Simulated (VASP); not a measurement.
# Ta (Im-3m) in VASP: notebook, part 2 of 2

VASP 6.6.1. Earlier steps stand in the parts before.

### Step 4. Relaxation of cell and atoms, r2SCAN

This run uses another cell than the first one, of 17.78 Å³/atom, 0.996 times its volume.

Contents of POSCAR:

```
Ta
1.0
   -1.6441670000      1.6441670000      1.6441670000
    1.6441670000     -1.6441670000      1.6441670000
    1.6441670000      1.6441670000     -1.6441670000
Ta
1
Direct
    0.0000000000      0.0000000000      0.0000000000
```

Contents of INCAR.step1:

```
  ALGO = Normal
  EDIFF = 1E-4
  ENCUT = 600
  GGA = PE
  ISMEAR = 0
  LASPH = T
  LCHARG = F
  LREAL = F
  LWAVE = T
  NELM = 100
  PREC = Accurate
  SIGMA = 0.15
```

Contents of INCAR.step2:

```
  ALGO = Normal
  EDIFF = 1E-6
  EDIFFG = -0.01
  ENCUT = 600
  IBRION = 2
  ISIF = 3
  ISMEAR = 0
  ISTART = 1
  LASPH = T
  LCHARG = F
  LMIXTAU = T
  LREAL = F
  LWAVE = F
  METAGGA = R2SCAN
  NELM = 100
  NSW = 60
  PREC = Accurate
  SIGMA = 0.15
```

Contents of KPOINTS:

```
k-points
0
Gamma
  8 8 8
```

Potentials or basis: VASP PAW PBE potentials, release 64 (Ta_pv).

Run with:

```
> cat potpaw_PBE.64/Ta_pv/POTCAR > POTCAR
> cp INCAR.step1 INCAR
> mpirun -np 1 vasp_std > vasp.out
> cp INCAR.step2 INCAR
> mpirun -np 1 vasp_std > vasp.out
```

OUTCAR:

```text
EDIFF = 1E-6
   EDIFFG = -0.01
   ENCUT = 600
   IBRION = 2
   ISIF = 3
   ISMEAR = 0
   ISTART = 1
   LASPH = T
   LREAL = F
   METAGGA = R2SCAN
   NELM = 100
   NSW = 60
   PREC = Accurate

 ion  position               nearest neighbor table
   1  0.000  0.000  0.000-

  LATTYP: Found a body centered cubic cell.
 ALAT       =     3.2883340000

  Lattice vectors:

 A1 = (  -1.6441670000,   1.6441670000,   1.6441670000)
 A2 = (   1.6441670000,  -1.6441670000,   1.6441670000)
 A3 = (   1.6441670000,   1.6441670000,  -1.6441670000)

Analysis of symmetry for initial positions (statically):
=====================================================================
 Subroutine PRICEL returns:
 Original cell was already a primitive cell.

 Routine SETGRP: Setting up the symmetry group for a
 body centered cubic supercell.

 Subroutine GETGRP returns: Found 48 space group operations
 (whereof 48 operations were pure point group operations)
 out of a pool of 48 trial point group operations.

The static configuration has the point symmetry O_h .

Analysis of symmetry for dynamics (positions and initial velocities):
=====================================================================
 Subroutine PRICEL returns:
 Original cell was already a primitive cell.

 Routine SETGRP: Setting up the symmetry group for a
 body centered cubic supercell.

 Subroutine GETGRP returns: Found 48 space group operations
 (whereof 48 operations were pure point group operations)
 out of a pool of 48 trial point group operations.

The dynamic configuration has the point symmetry O_h .

 Subroutine INISYM returns: Found 48 space group operations
 (whereof 48 operations are pure point group operations),
 and found     1 'primitive' translations

----------------------------------------------------------------------------------------

                                     Primitive cell

[... 117 lines left out ...]
   LEPSILON=     F    determine dielectric tensor
   LRPA    =     F    only Hartree local field effects (RPA)
 conjugate gradient relaxation of ions
 non-spin polarized calculation
 Gauss-broadening in eV      SIGMA  =   0.15
  energy-cutoff  :      600.00
  volume of cell :       17.78
 maximum number of plane-waves:       610
   NGX = 11   NGY = 11   NGZ = 11

--------------------------------------- Ionic step        1  -------------------------------------------

 number of electron      11.0000002 magnetization

 Free energy of the ion-electron system (eV)
  ---------------------------------------------------
  ext. energy  EPLUGINS =         0.00000000
  ---------------------------------------------------
  free energy    TOTEN  =       -48.59869572 eV

  energy without entropy =      -48.58701220  energy(sigma->0) =      -48.59285396

------------------------ aborting loop because EDIFF is reached ----------------------------------------

  FORCE on cell =-STRESS in cart. coord.  units (eV):
  Direction    XX          YY          ZZ          XY          YZ          ZX
  --------------------------------------------------------------------------------------
  -------------------------------------------------------------------------------------
  Total        0.1579342      0.1579342      0.1579342     -0.0000000      0.0000000     -0.0000000
  in kB       14.2327598     14.2327598     14.2327598     -0.0000000      0.0000000     -0.0000000
  external PRESSURE =      14.2327598 kB  Pullay stress =       0.0000000 kB
[... 57 lines left out ...]
--------------------------------------- Ionic step        3  -------------------------------------------

 number of electron      11.0000002 magnetization

 Free energy of the ion-electron system (eV)
  ---------------------------------------------------
  ext. energy  EPLUGINS =         0.00000000
  ---------------------------------------------------
  free energy    TOTEN  =       -48.59922886 eV

  energy without entropy =      -48.58695861  energy(sigma->0) =      -48.59309374

 E-fermi :   5.4120     XC(G=0): -13.8019

 val. band max:        5.3070142500   @ k =   0.2500   0.0000   0.0000
 cond. band min:       5.4333293138   @ k =   0.5000   0.5000   0.1250
 fundamental gap:      0.1263150637
 Fermi energy:         5.4120317290

 k-point     1 :       0.0000    0.0000    0.0000
  band No.  band energies     occupation
      1     -28.7857      2.00000
      2     -28.7857      2.00000
      3     -28.7857      2.00000
      4      -2.9788      2.00000
      5       6.2291      0.00000
      6       6.2291      0.00000
      7       6.2291      0.00000
      8       9.7437      0.00000
      9       9.7437      0.00000
[... 265 lines left out ...]
 k-point    24 :      -0.3750    0.3750    0.2500
  band No.  band energies     occupation
      1     -29.7284      2.00000
      2     -29.3676      2.00000
      3     -29.2542      2.00000
      4       2.3866      2.00000
      5       3.3213      2.00000
      6       6.7418      0.00000
      7       7.4836      0.00000
      8      11.1112      0.00000
      9      11.3169      0.00000

 [... further k-points ...]
[... 5 lines left out ...]
  --------------------------------------------------------------------------------------
  -------------------------------------------------------------------------------------
  Total        0.0005458      0.0005458      0.0005458      0.0000000     -0.0000000      0.0000000
  in kB        0.0488526      0.0488526      0.0488526      0.0000000     -0.0000000      0.0000000
  external PRESSURE =       0.0488526 kB  Pullay stress =       0.0000000 kB
[... 16 lines left out ...]
  FREE ENERGIE OF THE ION-ELECTRON SYSTEM (eV)
  ---------------------------------------------------
  free  energy   TOTEN  =       -48.5992288621 eV

  energy  without entropy=      -48.5869586124  energy(sigma->0) =      -48.59309374

 reached required accuracy - stopping structural energy minimisation
```

OUTCAR.step1:

```text
EDIFF = 1E-4
   ENCUT = 600
   GGA = PE
   ISMEAR = 0
   LASPH = T
[... 503 lines left out ...]

 POSITION                                       TOTAL-FORCE (eV/Angst)
 -----------------------------------------------------------------------------------
      0.00000      0.00000      0.00000        -0.000000      0.000000     -0.000000
 -----------------------------------------------------------------------------------
    total drift:                               -0.000000      0.000000      0.000000

  FREE ENERGIE OF THE ION-ELECTRON SYSTEM (eV)
  ---------------------------------------------------
  free  energy   TOTEN  =       -11.8351356548 eV

  energy  without entropy=      -11.8251923954  energy(sigma->0) =      -11.83016403
```

OSZICAR.step1:

```text
N       E                     dE             d eps       ncg     rms          rms(c)
DAV:   1     0.518763649391E+02    0.51876E+02   -0.72183E+03   522   0.132E+03
DAV:   2    -0.115166382878E+02   -0.63393E+02   -0.62593E+02   683   0.264E+02
DAV:   3    -0.122626188981E+02   -0.74598E+00   -0.73045E+00   619   0.287E+01
DAV:   4    -0.122671220545E+02   -0.45032E-02   -0.44958E-02   570   0.198E+00
DAV:   5    -0.122671609458E+02   -0.38891E-04   -0.38889E-04   589   0.155E-01    0.138E+01
DAV:   6    -0.119371951668E+02    0.32997E+00   -0.37049E-01   544   0.745E+00    0.681E+00
DAV:   7    -0.118363608966E+02    0.10083E+00   -0.31070E-01   548   0.649E+00    0.393E-01
DAV:   8    -0.118351522011E+02    0.12087E-02   -0.32478E-03   579   0.759E-01    0.626E-02
DAV:   9    -0.118351356548E+02    0.16546E-04   -0.69349E-05   352   0.115E-01
   1 F= -.11835136E+02 E0= -.11830164E+02  d E =-.994326E-02
```

Wall time 99 s (1 thread of AMD EPYC 7R43 (Zen 3), shared host); peak memory 0.12 GiB.

Results:

| Item | Value |
| --- | --- |
| Free energy | -48.5992 eV |
| Relaxed volume | 17.90 Å³/atom |
| Relaxed cell | a = 2.854 Å, b = 2.854 Å, c = 2.854 Å, α = 109.47°, β = 109.47°, γ = 109.47° |
| Space group after relaxing (to 0.05 Å) | Im-3m (No. 229) |
| Energy gained by relaxing | 0.5 meV/atom |
| Ionic steps | 3 |
| Pressure after relaxing | 0.0 GPa |

Step by step:
| step | energy change (eV) | largest force (eV/Å) | pressure (GPa) | volume (Å³) |
| --- | --- | --- | --- | --- |
| 1 | 0.0000 | 0.0000 | 1.42 | 17.78 |
| 2 | 0.0023 | 0.0000 | -3.11 | 18.19 |
| 3 | -0.0005 | 0.0000 | 0.00 | 17.90 |

Final structure:
```
CELL_PARAMETERS angstrom
-1.64792 1.64792 1.64792
1.64792 -1.64792 1.64792
1.64792 1.64792 -1.64792
ATOMIC_POSITIONS crystal
Ta 0.00000 0.00000 0.00000
```

Caveat: the PAW data sets were made with another functional, which shifts forces and pressure a little; spin-orbit coupling is left out, which moves the levels of the heavy elements.

### Step 5. The runs side by side

```csv
task,cell,cutoff (eV),smearing,gap on the mesh (eV),pressure (GPa)
single point,"a = 2.851 Å, angles 109.5°, 1 atom",520,gaussian 0.15 eV,none,0.7
single point,"a = 2.869 Å, angles 109.5°, 1 atom",520,tetrahedron,none,0.6
relaxation of cell and atoms,"relaxed from a = 2.848 Å, angles 109.5°, 1 atom",600,gaussian 0.15 eV,none,0.0
```

Alike in all rows: level r2SCAN; potentials or basis VASP PAW PBE potentials, release 64 (Ta_pv); no spin polarisation; k mesh 8 × 8 × 8.

Caveats: the PAW data sets were made with another functional, which shifts forces and pressure a little; spin-orbit coupling is left out, which moves the levels of the heavy elements.

Total energies depend on the potentials used, so only differences within one code and one set of settings carry meaning.
